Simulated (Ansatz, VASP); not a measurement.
# Two plane-wave programs on BaTiO3

```xyz
5
Lattice="2.8274 1.6324 2.3184 -2.8274 1.6324 2.3184 0.0000 -3.2648 2.3184" Properties=species:S:1:pos:R:3 pbc="T T T"
Ba    0.0000    0.0000    0.0000
Ti    0.0000    0.0000    3.3698
O     0.0000    1.6033    2.3988
O    -1.3885   -0.8017    2.3988
O     1.3885   -0.8017    2.3988
```

Alike in both runs: task single point; functional PBEsol; k mesh 6 × 6 × 6; no spin polarisation; Hubbard terms Ti d U = 1.5 eV.

|  | VASP | Ansatz |
| --- | --- | --- |
| version | VASP 6.6.1 | Ansatz 0.2.0 |
| potentials or method | VASP PAW PBE potentials, release 64 (Ba_sv, Ti_sv, O), cutoff 520 eV | plane waves, PAW |
| occupations | gaussian, width 0.01 eV | fixed |
| valence electrons in the cell | 40 | 40 |

|  | VASP | Ansatz | Ansatz less VASP |
| --- | --- | --- | --- |
| gap on the k mesh at the Fermi level (eV) | 2.48 | 2.52 | +0.043 |

VASP's potentials were made for PBE, not for PBEsol. The programs project onto different local orbitals, so the same U acts differently, and such runs can settle in different states.

Spin-orbit coupling is off throughout.
